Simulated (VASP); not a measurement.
# K3SbI (P4/mmm) in VASP: a series of runs

The runs below take K3SbI through single point, with PBE.

Everything below comes from runs of VASP 6.6.1. Logs are shortened: lines on timing, memory, paths and dates and some standing lists are left out, and cuts for length are marked.

### 1 The cell of the first run

It takes space group P4/mmm (No. 123, tetragonal). Conventional cell: a = 5.158 Å, b = 5.158 Å, c = 7.553 Å, α = 90.00°, β = 90.00°, γ = 90.00°. K (site symmetry mmm) has 2 I at 2.58 Å within 3.4 Å. Within 4.8 Å of K (site symmetry 4/mmm) lie 4 Sb at 3.65 Å and 8 K at 4.57 Å. Sb (site symmetry 4/mmm) has 12 K at 3.65 to 4.57 Å and 2 I at 3.78 Å within 4.8 Å. I (site symmetry 4/mmm) has 4 K at 2.58 Å within 3.4 Å.

### 2 Single point, PBE

File INCAR:

```
SYSTEM = K3SbI
PREC     = Accurate       ! precision mode
ENCUT    = 520            ! plane-wave cutoff, eV
EDIFF    = 1E-6           ! SCF threshold, eV
ISMEAR   = 0              ! smearing method
SIGMA    = 0.1            ! smearing width, eV
LREAL    = .FALSE.        ! projectors in reciprocal space
LASPH    = .TRUE.         ! aspherical terms in the spheres
NELM     = 80             ! most SCF steps
ALGO     = Normal         ! electronic algorithm
ISIF     = 2              ! what is computed and relaxed
LWAVE    = .FALSE.        ! write WAVECAR
LCHARG   = .FALSE.        ! write CHGCAR
GGA      = PE             ! functional
NBANDS   = 28             ! bands
```

File KPOINTS:

```
Automatic mesh
0
G
  4 4 2
  0 0 0
```

File POSCAR:

```
K3SbI
1.0
    5.1579257100      0.0000000000      0.0000000000
    0.0000000000      5.1579257100      0.0000000000
    0.0000000000      0.0000000000      7.5527458600
K Sb I
3 1 1
Direct
    0.0000000000      0.5000000000      0.0000000000
    0.5000000000      0.0000000000      0.0000000000
    0.5000000000      0.5000000000      0.5000000000
    0.0000000000      0.0000000000      0.5000000000
    0.0000000000      0.0000000000      0.0000000000
```

Potentials or basis: VASP PAW PBE potentials, release 64 (K_sv, Sb, I).

The run is started by

```
$ cat potpaw_PBE.64/K_sv/POTCAR potpaw_PBE.64/Sb/POTCAR potpaw_PBE.64/I/POTCAR > POTCAR
$ mpirun -np 1 vasp_std > vasp.out
```

OUTCAR:

```text
SYSTEM = K3SbI
   PREC = Accurate
   ENCUT = 520
   EDIFF = 1E-6
   ISMEAR = 0
   LREAL = .FALSE.
   LASPH = .TRUE.
   NELM = 80
   ISIF = 2
   GGA = PE

 ion  position               nearest neighbor table
   1  0.000  0.500  0.000-   5 2.58   5 2.58   2 3.65   2 3.65   2 3.65   2 3.65
   2  0.500  0.000  0.000-   5 2.58   5 2.58   1 3.65   1 3.65   1 3.65   1 3.65
   3  0.500  0.500  0.500-   4 3.65   4 3.65   4 3.65   4 3.65
   4  0.000  0.000  0.500-   3 3.65   3 3.65   3 3.65   3 3.65
   5  0.000  0.000  0.000-   1 2.58   2 2.58   1 2.58   2 2.58

  LATTYP: Found a simple tetragonal cell.
 ALAT       =     5.1579257100
 C/A-ratio  =     1.4642990777

  Lattice vectors:

 A1 = (   5.1579257100,   0.0000000000,   0.0000000000)
 A2 = (   0.0000000000,   5.1579257100,   0.0000000000)
 A3 = (   0.0000000000,   0.0000000000,   7.5527458600)

Analysis of symmetry for initial positions (statically):
=====================================================================
 Subroutine PRICEL returns:
 Original cell was already a primitive cell.

 Routine SETGRP: Setting up the symmetry group for a
 simple tetragonal supercell.

 Subroutine GETGRP returns: Found 16 space group operations
 (whereof 16 operations were pure point group operations)
 out of a pool of 16 trial point group operations.

The static configuration has the point symmetry D_4h.

Analysis of symmetry for dynamics (positions and initial velocities):
=====================================================================
 Subroutine PRICEL returns:
 Original cell was already a primitive cell.

 Routine SETGRP: Setting up the symmetry group for a
 simple tetragonal supercell.

 Subroutine GETGRP returns: Found 16 space group operations
 (whereof 16 operations were pure point group operations)
 out of a pool of 16 trial point group operations.

The dynamic configuration has the point symmetry D_4h.

 Subroutine INISYM returns: Found 16 space group operations
 (whereof 16 operations are pure point group operations),
 and found     1 'primitive' translations

----------------------------------------------------------------------------------------

                                     Primitive cell

  volume of cell :     200.9347

  direct lattice vectors                    reciprocal lattice vectors
     5.157925710  0.000000000  0.000000000     0.193876387  0.000000000  0.000000000
     0.000000000  5.157925710  0.000000000     0.000000000  0.193876387  0.000000000
     0.000000000  0.000000000  7.552745860     0.000000000  0.000000000  0.132402178

  length of vectors
     5.157925710  5.157925710  7.552745860     0.193876387  0.193876387  0.132402178

  position of ions in fractional coordinates (direct lattice)
     0.000000000  0.500000000  0.000000000
     0.500000000  0.000000000  0.000000000
     0.500000000  0.500000000  0.500000000
     0.000000000  0.000000000  0.500000000
     0.000000000  0.000000000  0.000000000

  ion indices of the primitive-cell ions
   primitive index   ion index
                 1           1
                 2           2
                 3           3
                 4           4
                 5           5

----------------------------------------------------------------------------------------

 KPOINTS: Automatic mesh

Automatic generation of k-mesh.
 Grid dimensions read from file:
 generate k-points for:    4    4    2

 Generating k-lattice:

  Cartesian coordinates                     Fractional coordinates (reciprocal lattice)
     0.048469097  0.000000000  0.000000000     0.250000000  0.000000000  0.000000000
     0.000000000  0.048469097  0.000000000     0.000000000  0.250000000  0.000000000
     0.000000000  0.000000000  0.066201089     0.000000000  0.000000000  0.500000000

  Length of vectors
     0.048469097  0.048469097  0.066201089

  Shift w.r.t. Gamma in fractional coordinates (k-lattice)
     0.000000000  0.000000000  0.000000000

 Subroutine IBZKPT returns following result:
 ===========================================

 Found     12 irreducible k-points:

 Following reciprocal coordinates:
            Coordinates               Weight
  0.000000  0.000000  0.000000      1.000000
  0.250000  0.000000  0.000000      4.000000
  0.500000  0.000000  0.000000      2.000000
  0.250000  0.250000  0.000000      4.000000
  0.500000  0.250000  0.000000      4.000000
  0.500000  0.500000  0.000000      1.000000
  0.000000  0.000000  0.500000      1.000000
  0.250000  0.000000  0.500000      4.000000
  0.500000  0.000000  0.500000      2.000000
  0.250000  0.250000  0.500000      4.000000
  0.500000  0.250000  0.500000      4.000000
  0.500000  0.500000  0.500000      1.000000
   k-points           NKPTS =     12   k-points in BZ     NKDIM =     12   number of bands    NBANDS=     28
   number of dos      NEDOS =    301   number of ions     NIONS =      5
   total plane-waves  NPLWV =  89600
   dimension x,y,z NGX =    40 NGY =   40 NGZ =   56
   dimension x,y,z NGXF=    80 NGYF=   80 NGZF=  112
   ions per type =               3   1   1
   NGX,Y,Z   is equivalent  to a cutoff of  12.89, 12.89, 12.33 a.u.
   NGXF,Y,Z  is equivalent  to a cutoff of  25.78, 25.78, 24.65 a.u.
 SYSTEM =  K3SbI
   PREC   = accura    normal or accurate (medium, high low for compatibility)
   ISTART =      0    job   : 0-new  1-cont  2-samecut
   ICHARG =      2    charge: 1-file 2-atom 10-const
   ISPIN  =      1    spin polarized calculation?
   LNONCOLLINEAR =      F non collinear calculations
   LSORBIT =      F    spin-orbit coupling
   LASPH  =      T    aspherical Exc in radial PAW
   ENCUT  =  520.0 eV  38.22 Ry    6.18 a.u.   9.59  9.59 14.04*2*pi/ulx,y,z
   NELM   =     80;   NELMIN=  2; NELMDL= -5     # of ELM steps
   EDIFF  = 0.1E-05   stopping-criterion for ELM
   LREAL  =      F    real-space projection
   EDIFFG = 0.1E-04   stopping-criterion for IOM
   NSW    =      0    number of steps for IOM
   IBRION =     -1    ionic relax: 0-MD 1-quasi-New 2-CG
   NFREE  =      0    steps in history (QN), initial steepest desc. (CG)
   ISIF   =      2    stress and relaxation
   ISYM   =      2    0-nonsym 1-usesym 2-fastsym
   POTIM  = 0.5000    time-step for ionic-motion
   TEBEG  =    0.0;   TEEND  =   0.0 temperature during run
   PSTRESS=    0.0 pullay stress
   NELECT =      39.0000    total number of electrons
   NUPDOWN=      -1.0000    fix difference up-down
   EMIN   =  10.00;   EMAX   =-10.00  energy-range for DOS
   EFERMI =   0.00;   METHOD = LEGACY
   ISMEAR =     0;   SIGMA  =   0.10  broadening in eV -4-tet -1-fermi 0-gaus
   EFERMI_NEDOS =   21; number of points for ismear=-14 and -15
   IALGO  =     38    algorithm
   IMIX   =      4    mixing-type and parameters
     AMIX     =   0.40;   BMIX     =  1.00
     AMIX_MAG =   1.60;   BMIX_MAG =  1.00
  volume/ion in A,a.u.               =      40.19       271.19
  Fermi-wavevector in a.u.,A,eV,Ry     =   0.947861  1.791198 12.224027  0.898441
  Thomas-Fermi vector in A             =   2.075995
   LORBIT       =      0    0 simple, 1 ext, 2 COOP (PROOUT), +10 PAW based schemes
   GGA     = PE    functional components
   LHFCALC =     F    Hartree Fock is set to
   AEXX    =    0.0000 exact exchange contribution
   IVDW    =     0    specifies the selected vdW correction
   LEPSILON=     F    determine dielectric tensor
   LRPA    =     F    only Hartree local field effects (RPA)
 non-spin polarized calculation
 Gauss-broadening in eV      SIGMA  =   0.10
  energy-cutoff  :      520.00
  volume of cell :      200.93
 maximum number of plane-waves:      5460
 NGX is ok and might be reduce to    40
   NGX = 19   NGY = 19   NGZ = 29

 number of electron      39.0000004 magnetization

 Free energy of the ion-electron system (eV)
  ---------------------------------------------------
  ext. energy  EPLUGINS =         0.00000000
  ---------------------------------------------------
  free energy    TOTEN  =        -5.87668913 eV

  energy without entropy =       -5.85723705  energy(sigma->0) =       -5.86696309

 E-fermi :   2.5721     XC(G=0):  -7.4537

 val. band max:        2.5410957645   @ k =   0.0000   0.0000   0.5000
 cond. band min:       2.5821110223   @ k =   0.2500   0.0000   0.0000
 fundamental gap:      0.0410152578
 Fermi energy:         2.5721176369

 k-point     1 :       0.0000    0.0000    0.0000
  band No.  band energies     occupation
      1     -29.4116      2.00000
      2     -29.2989      2.00000
      3     -28.2343      2.00000
      4     -13.7389      2.00000
      5     -13.7389      2.00000
      6     -12.8765      2.00000
[... 20 lines left out ...]
     27       5.8177      0.00000
     28       6.8103      0.00000

 k-point     2 :       0.2500    0.0000    0.0000
  band No.  band energies     occupation
      1     -29.3949      2.00000
      2     -29.3151      2.00000
      3     -28.2341      2.00000
      4     -14.2614      2.00000
      5     -13.7041      2.00000
      6     -12.9629      2.00000
[... 20 lines left out ...]
     27       6.5498      0.00000
     28       7.1008      0.00000

 k-point     3 :       0.5000    0.0000    0.0000
  band No.  band energies     occupation
      1     -29.3554      2.00000
      2     -29.3541      2.00000
      3     -28.2340      2.00000
      4     -14.5948      2.00000
      5     -13.6658      2.00000
      6     -12.9843      2.00000
[... 20 lines left out ...]
     27       6.9100      0.00000
     28       7.1610      0.00000

 k-point     4 :       0.2500    0.2500    0.0000
  band No.  band energies     occupation
      1     -29.3828      2.00000
      2     -29.3264      2.00000
      3     -28.2340      2.00000
      4     -14.7548      2.00000
      5     -13.4078      2.00000
      6     -13.0818      2.00000
[... 206 lines left out ...]
     27       6.5418      0.00000
     28       6.9938      0.00000

 k-point    11 :       0.5000    0.2500    0.5000
  band No.  band energies     occupation
      1     -29.3545      2.00000
      2     -29.3538      2.00000
      3     -28.2338      2.00000
      4     -15.0499      2.00000
      5     -13.2729      2.00000
      6     -13.1346      2.00000
[... 20 lines left out ...]
     27       6.7574      0.00000
     28       6.8639      0.00000

 k-point    12 :       0.5000    0.5000    0.5000
  band No.  band energies     occupation
      1     -29.3536      2.00000
      2     -29.3536      2.00000
      3     -28.2336      2.00000
      4     -15.3368      2.00000
      5     -13.2012      2.00000
      6     -13.0641      2.00000
[... 20 lines left out ...]
     27       7.0953      0.00000
     28       7.0953      0.00000

------------------------ aborting loop because EDIFF is reached ----------------------------------------

  FORCE on cell =-STRESS in cart. coord.  units (eV):
  Direction    XX          YY          ZZ          XY          YZ          ZX
  --------------------------------------------------------------------------------------
  -------------------------------------------------------------------------------------
  Total       25.1915406     25.1915406     -3.6336779      0.0000000      0.0000000      0.0000000
  in kB      200.8677772    200.8677772    -28.9735677      0.0000000      0.0000000      0.0000000
  external PRESSURE =     124.2539955 kB  Pullay stress =       0.0000000 kB

 VOLUME and BASIS-vectors are now :
 -----------------------------------------------------------------------------
  energy-cutoff  :      520.00
  volume of cell :      200.93
      direct lattice vectors                 reciprocal lattice vectors
     5.157925710  0.000000000  0.000000000     0.193876387  0.000000000  0.000000000
     0.000000000  5.157925710  0.000000000     0.000000000  0.193876387  0.000000000
     0.000000000  0.000000000  7.552745860     0.000000000  0.000000000  0.132402178

 POSITION                                       TOTAL-FORCE (eV/Angst)
 -----------------------------------------------------------------------------------
      0.00000      2.57896      0.00000         0.000000      0.000000      0.000000
      2.57896      0.00000      0.00000         0.000000      0.000000      0.000000
      2.57896      2.57896      3.77637         0.000000      0.000000      0.000000
      0.00000      0.00000      3.77637         0.000000      0.000000      0.000000
      0.00000      0.00000      0.00000         0.000000      0.000000      0.000000
 -----------------------------------------------------------------------------------
    total drift:                               -0.000000      0.000000     -0.000000

  FREE ENERGIE OF THE ION-ELECTRON SYSTEM (eV)
  ---------------------------------------------------
  free  energy   TOTEN  =        -5.8766891260 eV

  energy  without entropy=       -5.8572370524  energy(sigma->0) =       -5.86696309
```

It took 35 s on 1 thread of Intel Xeon 6975P-C (Granite Rapids), shared host; peak memory 0.3 GiB.

What came out:

```
Free energy : -5.8767 eV
Pressure    : 12.4 GPa
```

Stress tensor (GPa, compression positive):
```
20.09  0.00  0.00
 0.00 20.09  0.00
 0.00  0.00 -2.90
```

Caveat: the k points lie up to 0.42 Å⁻¹ apart; spin-orbit coupling is left out, which moves the levels of the heavy elements; an odd number of electrons without spin polarisation forces a metal; a magnetic or distorted state may lie lower.

### 3 Single point, PBE

This run uses another cell than the first one, of 54.13 Å³/atom, 1.347 times its volume.

File INCAR:

```
SYSTEM = K3SbI
PREC = Accurate ; ENCUT = 520
EDIFF = 1E-7 ; ISMEAR = 0
SIGMA = 0.1 ; LREAL = .FALSE.
LASPH = .TRUE. ; NELM = 100
ALGO = Normal ; ISIF = 2
LWAVE = .FALSE. ; LCHARG = .FALSE.
GGA = PE ; NBANDS = 28
```

File KPOINTS:

```
regular mesh
0
G
  4 4 4
  0 0 0
```

POSCAR: that of step 2 with these lines changed.

```diff
@@ -2,5 +2,5 @@
 1.0
-    5.1579257100      0.0000000000      0.0000000000
-    0.0000000000      5.1579257100      0.0000000000
-    0.0000000000      0.0000000000      7.5527458600
+    6.4909692247      0.0000000000      0.0000000000
+    0.0000000000      6.4909692247      0.0000000000
+    0.0000000000      0.0000000000      6.4243057419
 K Sb I
```

Potentials or basis: VASP PAW PBE potentials, release 64 (K_sv, Sb, I).

The run is started by

```
$ cat potpaw_PBE.64/K_sv/POTCAR potpaw_PBE.64/Sb/POTCAR potpaw_PBE.64/I/POTCAR > POTCAR
$ mpirun -np 1 vasp_std > vasp.out
```

Run time: 66 s. Hardware: 1 thread of Intel Xeon 6975P-C (Granite Rapids), shared host; peak memory 0.39 GiB.

Results (log left out):

```yaml
Free_energy: -10.2775 eV
Pressure: 0.1 GPa
```

Stress tensor (GPa, compression positive):
```
-0.07  0.00  0.00
 0.00 -0.07  0.00
 0.00  0.00  0.35
```

Levels at points of the mesh, in eV from the Fermi level:
```
           k point  band 18  band 19  band 20  band 21  band 22  band 23
(0.00, 0.00, 0.00)    -0.96    -0.08    -0.08     1.79     2.08     2.29
(0.50, 0.00, 0.00)    -0.99    -0.07     0.40     0.92     2.00     2.21
(0.50, 0.50, 0.00)    -0.60    -0.60    -0.16     2.39     2.39     2.58
(0.00, 0.00, 0.50)    -0.71    -0.64    -0.64     0.07     0.58     2.52
(0.50, 0.00, 0.50)    -1.22    -0.61    -0.41     0.42     1.59     2.01
(0.50, 0.50, 0.50)    -0.95    -0.95    -0.31     0.57     0.90     1.88
```

Caveat: spin-orbit coupling is left out, which moves the levels of the heavy elements; an odd number of electrons without spin polarisation forces a metal; a magnetic or distorted state may lie lower.

### 4 Single point, PBE

This run uses another cell than the first one, of 55.92 Å³/atom, 1.391 times its volume.

File INCAR:

```
SYSTEM = K3SbI
ALGO = Normal ; EDIFF = 1E-6
ENCUT = 520 ; GGA = PE
ISIF = 2 ; ISMEAR = 0
LASPH = .True. ; LCHARG = .False.
LREAL = .False. ; LWAVE = .False.
NBANDS = 28 ; NELM = 100
PREC = Accurate ; SIGMA = 0.1
```

File KPOINTS:

```
k-points
0
Gamma
  4 4 2
  0 0 0
```

POSCAR: that of step 3 with these lines changed.

```diff
@@ -2,5 +2,5 @@
 1.0
-    6.4909692247      0.0000000000      0.0000000000
-    0.0000000000      6.4909692247      0.0000000000
-    0.0000000000      0.0000000000      6.4243057419
+    6.3904188987      0.0000000000      0.0000000000
+    0.0000000000      6.3904188987      0.0000000000
+    0.0000000000      0.0000000000      6.8463809747
 K Sb I
```

The run is started by

```
$ cat potpaw_PBE.64/K_sv/POTCAR potpaw_PBE.64/Sb/POTCAR potpaw_PBE.64/I/POTCAR > POTCAR
$ mpirun -np 1 vasp_std > vasp.out
```

It took 47 s on 1 thread of Intel Xeon 6975P-C (Granite Rapids), shared host; peak memory 0.38 GiB.

Results (log left out):

- Free energy: -10.3139 eV
- Pressure: 0.0 GPa

Stress tensor (GPa, compression positive):
```
 0.03  0.00  0.00
 0.00  0.03  0.00
 0.00  0.00 -0.10
```

Levels at points of the mesh, in eV from the Fermi level:
```csv
k point,band 18,band 19,band 20,band 21,band 22,band 23
"(0.00, 0.00, 0.00)",-0.83,-0.02,-0.02,1.88,2.03,2.12
"(0.50, 0.00, 0.00)",-0.95,-0.02,0.51,1.13,2.01,2.03
"(0.50, 0.50, 0.00)",-0.56,-0.56,-0.01,2.14,2.38,2.55
"(0.00, 0.00, 0.50)",-0.73,-0.39,-0.39,0.21,0.65,2.57
"(0.50, 0.00, 0.50)",-1.08,-0.36,-0.34,0.44,1.78,2.03
"(0.50, 0.50, 0.50)",-0.78,-0.78,-0.19,0.61,0.95,1.94
```

Caveat: the k points lie up to 0.46 Å⁻¹ apart; spin-orbit coupling is left out, which moves the levels of the heavy elements; an odd number of electrons without spin polarisation forces a metal; a magnetic or distorted state may lie lower.

### 5 The runs side by side

| cell | k mesh | gap on the mesh (eV) | pressure (GPa) |
| --- | --- | --- | --- |
| a = 5.158, b = 5.158, c = 7.553 Å, 5 atoms | 4 × 4 × 2 | none | 12.4 |
| a = 6.491, b = 6.491, c = 6.424 Å, 5 atoms | 4 × 4 × 4 | none | 0.1 |
| a = 6.390, b = 6.390, c = 6.846 Å, 5 atoms | 4 × 4 × 2 | none | 0.0 |

Alike in all rows: task single point; level PBE; potentials or basis VASP PAW PBE potentials, release 64 (K_sv, Sb, I); no spin polarisation; cutoff (eV) 520; smearing gaussian 0.1 eV.

Caveats: some runs use coarse meshes; spin-orbit coupling is left out, which moves the levels of the heavy elements; an odd number of electrons without spin polarisation forces a metal; a magnetic or distorted state may lie lower.

Total energies depend on the potentials used, so only differences within one code and one set of settings carry meaning.
